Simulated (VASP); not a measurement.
# Zr8B15 (a cell with a defect) in VASP: a series of runs

Runs on Zr8B15 (a cell with a defect). Level: LDA. Tasks: single point.

Program: VASP 6.6.1. These are calculated values, not measurements. Logs are shortened: lines on timing, memory, paths and dates and some standing lists are left out, and cuts for length are marked.

## Step 1: The cell of the first run

The cell holds a defect, 23 atoms: a = 6.256 Å, b = 6.256 Å, c = 6.958 Å, α = 90.00°, β = 90.00°, γ = 120.00°.

## Step 2: Single point, LDA

Input file INCAR:

```
  PREC = Accurate
  ENCUT = 520
  EDIFF = 1E-7
  ISMEAR = -1
  SIGMA = 0.1
  LREAL = Auto
  LASPH = T
  NELM = 80
  ALGO = Normal
  ISIF = 2
  LWAVE = F
  LCHARG = F
  NBANDS = 88
```

Input file KPOINTS:

```
regular mesh
0
Gamma
  3 3 2
```

Input file POSCAR:

```
Zr8B15
1.0
    6.2562506200      0.0000000100      0.0000000000
   -3.1281253200      5.4180711800      0.0000000000
    0.0000000000      0.0000000000      6.9579785800
Zr B
8 15
Direct
    0.0003188598     -0.0029650773     -0.0019612018
    0.0003204895     -0.0029634162      0.4993657224
    0.0003182360      0.5034350619     -0.0019609143
    0.0003210703      0.5034356156      0.4993655787
    0.5018857646      0.0010191810      0.0020321994
    0.5018847989      0.0010178890      0.4953731835
    0.4969520020      0.4985514042      0.0008858895
    0.4969507481      0.4985517734      0.4965184874
    0.1208886648      0.3105200989      0.2487031226
    0.3296664899      0.1640583830      0.2487021166
    0.1688326230      0.3344920984      0.7487033684
    0.3362171573      0.1681293889      0.7487019312
    0.1675006458      0.8338262544      0.2487021166
    0.3296664759      0.6657598021      0.2487019729
    0.1702771769      0.8352142022      0.7487023623
    0.3362168553      0.6682385440      0.7487030809
    0.6567620143      0.3417448631      0.2487021166
    0.6671978718      0.3339502072      0.7487015000
    0.8349569238      0.1675542756      0.7487019312
    0.6567629655      0.8151696142      0.2487012543
    0.8325746394      0.6663635216      0.2487031226
    0.6671977928      0.8333993488      0.7487020749
    0.8323966674      0.6662741909      0.7487022186
```

Potentials or basis: VASP PAW LDA potentials, release 64 (Zr_sv, B).

Launch:

```bash
cat potpaw_LDA.64/Zr_sv/POTCAR potpaw_LDA.64/B/POTCAR > POTCAR
mpirun -np 1 vasp_std > vasp.out
```

OUTCAR:

```text
PREC = Accurate
   ENCUT = 520
   EDIFF = 1E-7
   ISMEAR = -1
   LREAL = Auto
   LASPH = T
   NELM = 80
   ISIF = 2

 ion  position               nearest neighbor table
   1  0.000  0.997  0.998-   9 2.44  23 2.49  10 2.50  15 2.50  13 2.50  21 2.50  22 2.50  19 2.51
                            12 2.51  11 2.52  20 2.55   3 3.09   7 3.12   5 3.13   5 3.13   7 3.13
   2  0.000  0.997  0.499-   9 2.44  23 2.49  10 2.50  15 2.50  13 2.50  21 2.50  22 2.50  19 2.51
                            12 2.51  11 2.52  20 2.55   4 3.09   8 3.12   6 3.13   6 3.13   8 3.13
   3  0.000  0.503  0.998-   9 2.44  23 2.49  14 2.50  15 2.50  13 2.50  21 2.50  18 2.50  19 2.51
                            16 2.51  11 2.52  17 2.55   1 3.09   7 3.12   5 3.13   5 3.13   7 3.13
   4  0.000  0.503  0.499-   9 2.44  23 2.49  14 2.50  15 2.50  13 2.50  21 2.50  18 2.50  19 2.51
                            16 2.51  11 2.52  17 2.55   2 3.09   8 3.12   6 3.13   6 3.13   8 3.13
   5  0.502  0.001  0.002-  13 2.50  10 2.50  14 2.50  15 2.52  12 2.52  16 2.52  18 2.52  22 2.52
                            17 2.52  20 2.52  19 2.52   1 3.13   3 3.13   7 3.13   7 3.13   3 3.13
   6  0.502  0.001  0.495-  13 2.50  14 2.50  10 2.50  15 2.52  12 2.52  16 2.52  22 2.52  18 2.52
                            17 2.52  20 2.52  19 2.52   4 3.13   2 3.13   8 3.13   8 3.13   2 3.13
   7  0.497  0.499  0.001-  17 2.43  20 2.43  11 2.50  10 2.50  14 2.50  21 2.51  16 2.51  12 2.51
                            18 2.52  22 2.52  23 2.53   9 2.67   1 3.12   3 3.12   5 3.13   5 3.13
   8  0.497  0.499  0.497-  17 2.43  20 2.43  11 2.50  14 2.50  10 2.50  21 2.51  16 2.51  12 2.51
                            22 2.52  18 2.52  23 2.53   9 2.67   4 3.12   2 3.12   6 3.13   6 3.13
   9  0.121  0.311  0.249-  10 1.93  14 1.93   4 2.44   2 2.44   3 2.44   1 2.44   8 2.67   7 2.67
[... 23 lines left out ...]
  21  0.833  0.666  0.249-  20 1.76  17 1.76  13 1.81   2 2.50   1 2.50   3 2.50   4 2.50   8 2.51
                             7 2.51
  22  0.667  0.833  0.749-  16 1.79  23 1.80  19 1.81   1 2.50   2 2.50   6 2.52   5 2.52   8 2.52
                             7 2.52
  23  0.832  0.666  0.749-  18 1.80  22 1.80  15 1.83   1 2.49   3 2.49   2 2.49   4 2.49   7 2.53
                             8 2.53

  LATTYP: Found a hexagonal cell.
 ALAT       =     6.2562506200
 C/A-ratio  =     1.1121642982

  Lattice vectors:

 A1 = (   6.2562506200,   0.0000000100,   0.0000000000)
 A2 = (  -3.1281253200,   5.4180711800,   0.0000000000)
 A3 = (   0.0000000000,   0.0000000000,   6.9579785800)

Analysis of symmetry for initial positions (statically):
=====================================================================
 Subroutine PRICEL returns:
 Original cell was already a primitive cell.

 Routine SETGRP: Setting up the symmetry group for a
 hexagonal supercell.

 Subroutine GETGRP returns: Found  4 space group operations
 (whereof  1 operations were pure point group operations)
 out of a pool of 24 trial point group operations.

The static configuration has the point symmetry C_1 .
 The point group associated with its full space group is C_2v.

Analysis of symmetry for dynamics (positions and initial velocities):
=====================================================================
 Subroutine PRICEL returns:
 Original cell was already a primitive cell.

 Routine SETGRP: Setting up the symmetry group for a
 hexagonal supercell.

 Subroutine GETGRP returns: Found  4 space group operations
 (whereof  1 operations were pure point group operations)
 out of a pool of 24 trial point group operations.

The dynamic configuration has the point symmetry C_1 .
 The point group associated with its full space group is C_2v.

 Subroutine INISYM returns: Found  4 space group operations
 (whereof  1 operations are pure point group operations),
 and found     1 'primitive' translations

----------------------------------------------------------------------------------------

                                     Primitive cell

  volume of cell :     235.8533

  direct lattice vectors                    reciprocal lattice vectors
     6.256250620  0.000000010  0.000000000     0.159840144  0.092283764  0.000000000
    -3.128125320  5.418071180  0.000000000    -0.000000000  0.184567527  0.000000000
     0.000000000  0.000000000  6.957978580     0.000000000  0.000000000  0.143719902

  length of vectors
     6.256250620  6.256249941  6.957978580     0.184567507  0.184567527  0.143719902

  position of ions in fractional coordinates (direct lattice)
     0.000318860  0.997034923  0.998038798
[... 54 lines left out ...]
 Grid dimensions read from file:
 generate k-points for:    3    3    2

 Generating k-lattice:

  Cartesian coordinates                     Fractional coordinates (reciprocal lattice)
     0.053280048  0.030761255  0.000000000     0.333333333  0.000000000  0.000000000
    -0.000000000  0.061522509  0.000000000     0.000000000  0.333333333  0.000000000
     0.000000000  0.000000000  0.071859951     0.000000000  0.000000000  0.500000000

  Length of vectors
     0.061522502  0.061522509  0.071859951

  Shift w.r.t. Gamma in fractional coordinates (k-lattice)
     0.000000000  0.000000000  0.000000000

 Subroutine IBZKPT returns following result:
 ===========================================

 Found      8 irreducible k-points:

 Following reciprocal coordinates:
            Coordinates               Weight
  0.000000  0.000000  0.000000      1.000000
  0.333333 -0.000000  0.000000      2.000000
  0.000000  0.333333  0.000000      4.000000
  0.333333  0.333333  0.000000      2.000000
  0.000000  0.000000  0.500000      1.000000
  0.333333 -0.000000  0.500000      2.000000
  0.000000  0.333333  0.500000      4.000000
  0.333333  0.333333  0.500000      2.000000
   k-points           NKPTS =      8   k-points in BZ     NKDIM =      8   number of bands    NBANDS=     88
   number of dos      NEDOS =    301   number of ions     NIONS =     23
   total plane-waves  NPLWV = 124416
   dimension x,y,z NGX =    48 NGY =   48 NGZ =   54
   dimension x,y,z NGXF=    96 NGYF=   96 NGZF=  108
   ions per type =               8  15
   NGX,Y,Z   is equivalent  to a cutoff of  12.75, 12.75, 12.90 a.u.
   NGXF,Y,Z  is equivalent  to a cutoff of  25.51, 25.51, 25.80 a.u.
 SYSTEM =  unknown system
   PREC   = accura    normal or accurate (medium, high low for compatibility)
   ISTART =      0    job   : 0-new  1-cont  2-samecut
   ICHARG =      2    charge: 1-file 2-atom 10-const
   ISPIN  =      1    spin polarized calculation?
   LNONCOLLINEAR =      F non collinear calculations
   LSORBIT =      F    spin-orbit coupling
   LASPH  =      T    aspherical Exc in radial PAW
   ENCUT  =  520.0 eV  38.22 Ry    6.18 a.u.  11.63 11.63 12.94*2*pi/ulx,y,z
   NELM   =     80;   NELMIN=  2; NELMDL= -5     # of ELM steps
   EDIFF  = 0.1E-06   stopping-criterion for ELM
   LREAL  =      T    real-space projection
   EDIFFG = 0.1E-05   stopping-criterion for IOM
   NSW    =      0    number of steps for IOM
   IBRION =     -1    ionic relax: 0-MD 1-quasi-New 2-CG
   NFREE  =      0    steps in history (QN), initial steepest desc. (CG)
   ISIF   =      2    stress and relaxation
   ISYM   =      2    0-nonsym 1-usesym 2-fastsym
   POTIM  = 0.5000    time-step for ionic-motion
   TEBEG  =    0.0;   TEEND  =   0.0 temperature during run
   PSTRESS=    0.0 pullay stress
   NELECT =     141.0000    total number of electrons
   NUPDOWN=      -1.0000    fix difference up-down
   EMIN   =  10.00;   EMAX   =-10.00  energy-range for DOS
   EFERMI =   0.00;   METHOD = LEGACY
   ISMEAR =    -1;   SIGMA  =   0.10  broadening in eV -4-tet -1-fermi 0-gaus
   EFERMI_NEDOS =   21; number of points for ismear=-14 and -15
   IALGO  =     38    algorithm
   IMIX   =      4    mixing-type and parameters
     AMIX     =   0.40;   BMIX     =  1.00
     AMIX_MAG =   1.60;   BMIX_MAG =  1.00
  volume/ion in A,a.u.               =      10.25        69.20
  Fermi-wavevector in a.u.,A,eV,Ry     =   1.379115  2.606150 25.877721  1.901959
  Thomas-Fermi vector in A             =   2.504114
   LORBIT       =      0    0 simple, 1 ext, 2 COOP (PROOUT), +10 PAW based schemes
   GGA     = CA    functional components
   LHFCALC =     F    Hartree Fock is set to
   AEXX    =    0.0000 exact exchange contribution
   IVDW    =     0    specifies the selected vdW correction
   LEPSILON=     F    determine dielectric tensor
   LRPA    =     F    only Hartree local field effects (RPA)
 non-spin polarized calculation
  energy-cutoff  :      520.00
  volume of cell :      235.85
 maximum number of plane-waves:      6391
 NGX is ok and might be reduce to    48
   NGX = 23   NGY = 23   NGZ = 25

 number of electron     140.9999999 magnetization

 Free energy of the ion-electron system (eV)
  ---------------------------------------------------
  ext. energy  EPLUGINS =         0.00000000
  ---------------------------------------------------
  free energy    TOTEN  =      -207.76749851 eV

  energy without entropy =     -207.54423625  energy(sigma->0) =     -207.65586738

 E-fermi :  10.1801     XC(G=0): -12.6428

 val. band max:       10.1526526242   @ k =   0.0000   0.0000   0.5000
 cond. band min:      10.1801767837   @ k =   0.0000   0.0000   0.5000
 fundamental gap:      0.0275241595
 Fermi energy:        10.1800885269

 k-point     1 :       0.0000    0.0000    0.0000
  band No.  band energies     occupation
      1     -37.5911      2.00000
      2     -37.5668      2.00000
      3     -37.4731      2.00000
      4     -37.4505      2.00000
      5     -37.4383      2.00000
      6     -37.4157      2.00000
[... 669 lines left out ...]
     81      14.3771      0.00000
     82      14.4134      0.00000
 [bands above 82 left out]

------------------------ aborting loop because EDIFF is reached ----------------------------------------

  FORCE on cell =-STRESS in cart. coord.  units (eV):
  Direction    XX          YY          ZZ          XY          YZ          ZX
  --------------------------------------------------------------------------------------
  -------------------------------------------------------------------------------------
  Total        4.0122270      7.8719118      0.0461537     -3.3425866      0.0000000      0.0000000
  in kB       27.2554999     53.4747632      0.3135275    -22.7065584      0.0000000      0.0000000
  external PRESSURE =      27.0145969 kB  Pullay stress =       0.0000000 kB

 VOLUME and BASIS-vectors are now :
 -----------------------------------------------------------------------------
  energy-cutoff  :      520.00
  volume of cell :      235.85
      direct lattice vectors                 reciprocal lattice vectors
     6.256250620  0.000000010  0.000000000     0.159840144  0.092283764  0.000000000
    -3.128125320  5.418071180  0.000000000    -0.000000000  0.184567527  0.000000000
     0.000000000  0.000000000  6.957978580     0.000000000  0.000000000  0.143719902

 POSITION                                       TOTAL-FORCE (eV/Angst)
 -----------------------------------------------------------------------------------
     -3.11686      5.40201      6.94433        -0.117181      0.002892      0.079686
     -3.11685      5.40202      3.47458        -0.117181      0.002892     -0.079686
     -1.57282      2.72765      6.94433        -0.056086     -0.102928      0.079686
     -1.57280      2.72765      3.47458        -0.056086     -0.102928     -0.079686
      3.13674      0.00552      0.01414        -0.106090     -0.061251      0.025874
      3.13673      0.00552      3.44680        -0.106090     -0.061251     -0.025874
[... 15 lines left out ...]
      1.56718      4.51542      5.20945        -0.044538     -0.029985      0.000000
      3.12349      3.60992      5.20945        -0.055165     -0.031850      0.000000
 -----------------------------------------------------------------------------------
    total drift:                                0.032532     -0.011821     -0.017770

  FREE ENERGIE OF THE ION-ELECTRON SYSTEM (eV)
  ---------------------------------------------------
  free  energy   TOTEN  =      -207.7674985116 eV

  energy  without entropy=     -207.5442362491  energy(sigma->0) =     -207.65586738
```

Run time: 3.5 min. Hardware: 1 thread of Intel Xeon Platinum 8488C (Sapphire Rapids), shared host; peak memory 0.34 GiB.

What came out:

* Free energy: -207.7675 eV
* Pressure: 2.7 GPa
* Largest force: 2.392 eV/Å
* Band gap on the k mesh: zero (an odd number of electrons rules out a gap without spin polarisation)

Forces on the atoms (eV/Å):
```
Zr  -0.117  0.003  0.080
Zr  -0.117  0.003 -0.080
Zr  -0.056 -0.103  0.080
Zr  -0.056 -0.103 -0.080
Zr  -0.106 -0.061  0.026
Zr  -0.106 -0.061 -0.026
Zr  -0.060 -0.035  0.003
Zr  -0.060 -0.035 -0.003
B    2.071  1.196  0.000
B   -0.358  0.091  0.000
B   -0.067 -0.039  0.000
B   -0.065 -0.036  0.000
B   -0.063 -0.036  0.000
B   -0.100 -0.356  0.000
B   -0.071 -0.041  0.000
B   -0.063 -0.039  0.000
B   -0.161 -0.064  0.000
B   -0.048 -0.024  0.000
B   -0.044 -0.026  0.000
B   -0.136 -0.107  0.000
B   -0.117 -0.068  0.000
B   -0.045 -0.030  0.000
B   -0.055 -0.032  0.000
```

Stress tensor (GPa, compression positive):
```
 2.73 -2.27  0.00
-2.27  5.35  0.00
 0.00  0.00  0.03
```

Caveat: the k points lie up to 0.45 Å⁻¹ apart, too coarse for converged energies and pressures of a metal.

## Step 3: Single point, LDA

Input file INCAR:

```
  ALGO = Normal
  EDIFF = 1E-6
  ENCUT = 520
  GGA = CA
  ISIF = 2
  ISMEAR = -1
  LASPH = T
  LCHARG = F
  LREAL = Auto
  LWAVE = F
  NBANDS = 88
  NELM = 100
  PREC = Accurate
  SIGMA = 0.1
```

Input file KPOINTS:

```
k-points
0
Gamma
  3 3 2
```

Input file POSCAR:

```
Zr8B15
1.0
    6.2562506200      0.0000000100      0.0000000000
   -3.1281253200      5.4180711800      0.0000000000
    0.0000000000      0.0000000000      6.9579785800
Zr B
8 15
Direct
    0.0002851812     -0.0042648019     -0.0036688817
    0.0002861469     -0.0042635099      0.5009648937
    0.0002845295      0.5047346019     -0.0036687379
    0.0002867920      0.5047349710      0.5009647500
    0.5028694492      0.0015278491      0.0013410504
    0.5028686434      0.0015265571      0.4959553928
    0.4966847429      0.4984343884      0.0005375124
    0.4966831692      0.4984347576      0.4967583559
    0.0603814058      0.2802829548      0.2486480779
    0.3326678719      0.1598275416      0.2486477905
    0.1682210537      0.3342030657      0.7486490423
    0.3359568738      0.1678409099      0.7486476051
    0.1678758109      0.8340305707      0.2486477905
    0.3326681345      0.6730258565      0.2486477905
    0.1708755263      0.8355301818      0.7486480362
    0.3359567014      0.6683003741      0.7486487548
    0.6585679844      0.3428188615      0.2486482216
    0.6660909109      0.3335674142      0.7486473176
    0.8342251201      0.1672050738      0.7486477488
    0.6585688829      0.8159350157      0.2486470719
    0.8328389102      0.6665122830      0.2486486528
    0.6660909885      0.8327086971      0.7486477488
    0.8306644852      0.6654248111      0.7486477488
```

Potentials or basis: VASP PAW LDA potentials, release 64 (Zr_sv, B).

Launch:

```bash
cat potpaw_LDA.64/Zr_sv/POTCAR potpaw_LDA.64/B/POTCAR > POTCAR
mpirun -np 1 vasp_std > vasp.out
```

It took 3.2 min on 1 thread of Intel Xeon Platinum 8488C (Sapphire Rapids), shared host; peak memory 0.34 GiB.

It converged, with:

| Property | Result |
| --- | --- |
| Free energy | -206.9488 eV |
| Pressure | 3.2 GPa |
| Largest force | 1.993 eV/Å |
| Band gap on the k mesh | zero (an odd number of electrons rules out a gap without spin polarisation) |

Forces on the atoms (eV/Å):
```
Zr  -0.073 -0.021  0.002
Zr  -0.073 -0.021 -0.002
Zr  -0.055 -0.053  0.002
Zr  -0.055 -0.053 -0.002
Zr  -0.081 -0.047  0.013
Zr  -0.081 -0.047 -0.013
Zr  -0.046 -0.026 -0.027
Zr  -0.046 -0.026  0.027
B    1.726  0.996  0.000
B   -0.298 -0.003  0.000
B   -0.043 -0.025  0.000
B   -0.030 -0.022  0.000
B   -0.006 -0.004  0.000
B   -0.152 -0.257  0.000
B   -0.006 -0.003  0.000
B   -0.034 -0.015  0.000
B   -0.258  0.006  0.000
B   -0.046 -0.006  0.000
B   -0.013 -0.007  0.000
B   -0.123 -0.226  0.000
B   -0.094 -0.054  0.000
B   -0.029 -0.037  0.000
B   -0.084 -0.049  0.000
```

Stress tensor (GPa, compression positive):
```
 0.79 -4.97  0.00
-4.97  6.52  0.00
 0.00  0.00  2.27
```

Levels at points of the mesh, in eV from the Fermi level:
| k point | band 67 | band 68 | band 69 | band 70 | band 71 | band 72 | band 73 | band 74 |
| --- | --- | --- | --- | --- | --- | --- | --- | --- |
| (0.00, 0.00, 0.00) | -1.36 | -1.05 | -0.44 | 0.51 | 1.09 | 1.28 | 1.32 | 1.37 |
| (0.00, 0.00, 0.50) | -1.62 | -0.94 | 0.07 | 0.29 | 0.61 | 0.83 | 1.54 | 1.76 |

Caveat: the k points lie up to 0.45 Å⁻¹ apart, too coarse for converged energies and pressures of a metal.

The gap in the log of VASP goes by the Fermi energy; the results here count the filled bands.